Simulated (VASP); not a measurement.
# SrTiO3 (P4/mmm) in VASP: notebook, part 2 of 2

VASP 6.6.1. Earlier steps stand in the parts before.

**3. Single point, r2SCAN (epitaxial xy strain +5.0%)**

File POSCAR:

```
SrTiO3
1.0
    4.1021940861      0.0000000000      0.0000000000
    0.0000000000      4.1021940861      0.0000000000
    0.0000000000      0.0000000000      3.8050353507
Sr Ti O
1 1 3
Direct
    0.0000000000      0.0000000000      0.0000000000
    0.5000000000      0.5000000000      0.5000000000
    0.5000000000      0.5000000000      0.0000000000
    0.5000000000      0.0000000000      0.5000000000
    0.0000000000      0.5000000000      0.5000000000
```

File INCAR.step1:

```
PREC = Accurate
ENCUT = 520
ISMEAR = 0
SIGMA = 0.01
LREAL = False
LASPH = True
NELM = 60
NBANDS = 28
GGA = PE
ALGO = Normal
EDIFF = 1E-4
LWAVE = True
LCHARG = False
```

File INCAR.step2:

```
PREC = Accurate
ENCUT = 520
EDIFF = 1E-6
ISMEAR = 0
SIGMA = 0.01
LREAL = False
LASPH = True
NELM = 60
ALGO = Normal
ISIF = 2
LWAVE = False
LCHARG = True
METAGGA = R2SCAN
LMIXTAU = True
LELF = True
LVHAR = True
NBANDS = 28
ISTART = 1
```

File KPOINTS:

```
regular mesh
0
Gamma
  6 6 6
```

Potentials or basis: VASP PAW PBE potentials, release 64 (Sr_sv, Ti_sv, O).

The run is started by

```bash
cat potpaw_PBE.64/Sr_sv/POTCAR potpaw_PBE.64/Ti_sv/POTCAR potpaw_PBE.64/O/POTCAR > POTCAR
cp INCAR.step1 INCAR
mpirun -np 1 vasp_std > vasp.out
cp INCAR.step2 INCAR
mpirun -np 1 vasp_std > vasp.out
```

OUTCAR:

```text
PREC = Accurate
   ENCUT = 520
   EDIFF = 1E-6
   ISMEAR = 0
   LREAL = False
   LASPH = True
   NELM = 60
   ISIF = 2
   METAGGA = R2SCAN
   ISTART = 1

 ion  position               nearest neighbor table
   1  0.000  0.000  0.000-   4 2.80   5 2.80   4 2.80   5 2.80   5 2.80   5 2.80   4 2.80   4 2.80
                             3 2.90   3 2.90   3 2.90   3 2.90   2 3.47   2 3.47   2 3.47   2 3.47
   2  0.500  0.500  0.500-   3 1.90   3 1.90   5 2.05   4 2.05   4 2.05   5 2.05   1 3.47   1 3.47
                             1 3.47   1 3.47   1 3.47   1 3.47   1 3.47   1 3.47
   3  0.500  0.500  0.000-   2 1.90   2 1.90   1 2.90   1 2.90   1 2.90   1 2.90
   4  0.500  0.000  0.500-   2 2.05   2 2.05   1 2.80   1 2.80   1 2.80   1 2.80
   5  0.000  0.500  0.500-   2 2.05   2 2.05   1 2.80   1 2.80   1 2.80   1 2.80

  LATTYP: Found a simple tetragonal cell.
 ALAT       =     4.1021940861
 C/A-ratio  =     0.9275610249

  Lattice vectors:

 A1 = (   4.1021940861,   0.0000000000,   0.0000000000)
 A2 = (   0.0000000000,   4.1021940861,   0.0000000000)
 A3 = (   0.0000000000,   0.0000000000,   3.8050353507)

Analysis of symmetry for initial positions (statically):
=====================================================================
 Subroutine PRICEL returns:
 Original cell was already a primitive cell.

 Routine SETGRP: Setting up the symmetry group for a
 simple tetragonal supercell.

 Subroutine GETGRP returns: Found 16 space group operations
 (whereof 16 operations were pure point group operations)
 out of a pool of 16 trial point group operations.

The static configuration has the point symmetry D_4h.

Analysis of symmetry for dynamics (positions and initial velocities):
=====================================================================
 Subroutine PRICEL returns:
 Original cell was already a primitive cell.

[... 132 lines left out ...]
     AMIX     =   0.40;   BMIX     =  1.00
     AMIX_MAG =   1.60;   BMIX_MAG =  1.00
  volume/ion in A,a.u.               =      12.81        86.42
  Fermi-wavevector in a.u.,A,eV,Ry     =   1.399473  2.644620 26.647338  1.958524
  Thomas-Fermi vector in A             =   2.522529
   LORBIT       =      0    0 simple, 1 ext, 2 COOP (PROOUT), +10 PAW based schemes
   METAGGA = R2SCAN    functional components
   LHFCALC =     F    Hartree Fock is set to
   AEXX    =    0.0000 exact exchange contribution
   IVDW    =     0    specifies the selected vdW correction
   LEPSILON=     F    determine dielectric tensor
   LRPA    =     F    only Hartree local field effects (RPA)
 non-spin polarized calculation
 Gauss-broadening in eV      SIGMA  =   0.01
  energy-cutoff  :      520.00
  volume of cell :       64.03
 maximum number of plane-waves:      1752
 NGX is ok and might be reduce to    32
   NGX = 15   NGY = 15   NGZ = 15

 number of electron      40.0000021 magnetization

 Free energy of the ion-electron system (eV)
  ---------------------------------------------------
  ext. energy  EPLUGINS =         0.00000000
  ---------------------------------------------------
  free energy    TOTEN  =       -63.04000957 eV

  energy without entropy =      -63.04000957  energy(sigma->0) =      -63.04000957

 E-fermi :   3.4399     XC(G=0): -11.5210

 val. band max:        3.2816395584   @ k =   0.5000   0.5000   0.5000
 cond. band min:       5.3139783888   @ k =   0.0000   0.0000   0.0000
 fundamental gap:      2.0323388304
 Fermi energy:         3.4399184160

 k-point     1 :       0.0000    0.0000    0.0000
  band No.  band energies     occupation
      1     -55.7060      2.00000
      2     -30.9029      2.00000
      3     -30.8449      2.00000
      4     -30.8449      2.00000
      5     -30.8293      2.00000
      6     -15.0354      2.00000
[... 733 lines left out ...]
     27      11.8057      0.00000
     28      12.5312      0.00000

 [... further k-points ...]

------------------------ aborting loop because EDIFF is reached ----------------------------------------

  FORCE on cell =-STRESS in cart. coord.  units (eV):
  Direction    XX          YY          ZZ          XY          YZ          ZX
  --------------------------------------------------------------------------------------
  -------------------------------------------------------------------------------------
  Total       -5.8533802     -5.8533802      0.4432148      0.0000000      0.0000000      0.0000000
  in kB     -146.4624213   -146.4624213     11.0900555      0.0000000      0.0000000      0.0000000
  external PRESSURE =     -93.9449290 kB  Pullay stress =       0.0000000 kB

 VOLUME and BASIS-vectors are now :
 -----------------------------------------------------------------------------
  energy-cutoff  :      520.00
  volume of cell :       64.03
      direct lattice vectors                 reciprocal lattice vectors
     4.102194086  0.000000000  0.000000000     0.243771986  0.000000000  0.000000000
     0.000000000  4.102194086  0.000000000     0.000000000  0.243771986  0.000000000
     0.000000000  0.000000000  3.805035351     0.000000000  0.000000000  0.262809648

 POSITION                                       TOTAL-FORCE (eV/Angst)
 -----------------------------------------------------------------------------------
      0.00000      0.00000      0.00000         0.000000      0.000000      0.000000
      2.05110      2.05110      1.90252         0.000000      0.000000      0.000000
      2.05110      2.05110      0.00000         0.000000      0.000000      0.000000
      2.05110      0.00000      1.90252         0.000000      0.000000      0.000000
      0.00000      2.05110      1.90252         0.000000      0.000000      0.000000
 -----------------------------------------------------------------------------------
    total drift:                                0.000000     -0.000000     -0.000000

  FREE ENERGIE OF THE ION-ELECTRON SYSTEM (eV)
  ---------------------------------------------------
  free  energy   TOTEN  =       -63.0400095682 eV

  energy  without entropy=      -63.0400095682  energy(sigma->0) =      -63.04000957
```

OUTCAR.step1:

```text
PREC = Accurate
   ENCUT = 520
   ISMEAR = 0
   LREAL = False
   LASPH = True
[... 979 lines left out ...]
      2.05110      2.05110      1.90252         0.000000      0.000000      0.000000
      2.05110      2.05110      0.00000         0.000000      0.000000      0.000000
      2.05110      0.00000      1.90252         0.000000      0.000000      0.000000
      0.00000      2.05110      1.90252         0.000000      0.000000      0.000000
 -----------------------------------------------------------------------------------
    total drift:                                0.000000     -0.000000     -0.000000

  FREE ENERGIE OF THE ION-ELECTRON SYSTEM (eV)
  ---------------------------------------------------
  free  energy   TOTEN  =       -39.8985900207 eV

  energy  without entropy=      -39.8985900207  energy(sigma->0) =      -39.89859002
```

OSZICAR.step1:

```text
N       E                     dE             d eps       ncg     rms          rms(c)
DAV:   1     0.428129110134E+03    0.42813E+03   -0.21333E+04  2240   0.156E+03
DAV:   2    -0.532450121547E+01   -0.43345E+03   -0.41361E+03  2612   0.431E+02
DAV:   3    -0.483384563924E+02   -0.43014E+02   -0.42707E+02  3068   0.133E+02
DAV:   4    -0.504426509396E+02   -0.21042E+01   -0.20994E+01  3440   0.249E+01
DAV:   5    -0.505005145210E+02   -0.57864E-01   -0.57855E-01  3112   0.336E+00    0.247E+01
DAV:   6    -0.401181137386E+02    0.10382E+02   -0.55702E+01  3204   0.624E+01    0.136E+01
DAV:   7    -0.400539267483E+02    0.64187E-01   -0.98761E+00  2992   0.232E+01    0.984E+00
DAV:   8    -0.399137319419E+02    0.14019E+00   -0.13450E+00  2824   0.111E+01    0.371E+00
DAV:   9    -0.399227084137E+02   -0.89765E-02   -0.25005E-01  2820   0.339E+00    0.144E+00
DAV:  10    -0.399000291550E+02    0.22679E-01   -0.84243E-02  2768   0.264E+00    0.463E-01
DAV:  11    -0.398988355885E+02    0.11936E-02   -0.11465E-02  3492   0.113E+00    0.189E-01
DAV:  12    -0.398986872997E+02    0.14829E-03   -0.11576E-03  2648   0.264E-01    0.130E-01
DAV:  13    -0.398985900207E+02    0.97279E-04   -0.17939E-04  1956   0.179E-01
   1 F= -.39898590E+02 E0= -.39898590E+02  d E =-.672073E-54
```

Wall time 4.4 min (1 thread of Intel Xeon 8259CL, shared host); peak memory 0.22 GiB.

Results:

* Free energy: -63.0400 eV
* Pressure: -9.4 GPa
* Band gap on the k mesh: 2.03 eV (least direct gap 2.42 eV)

Caveat: the cell differs from its parent crystal (epitaxial xy strain +5.0%); the cell stands under tension; the PAW data sets were made with another functional, which shifts forces and pressure a little.
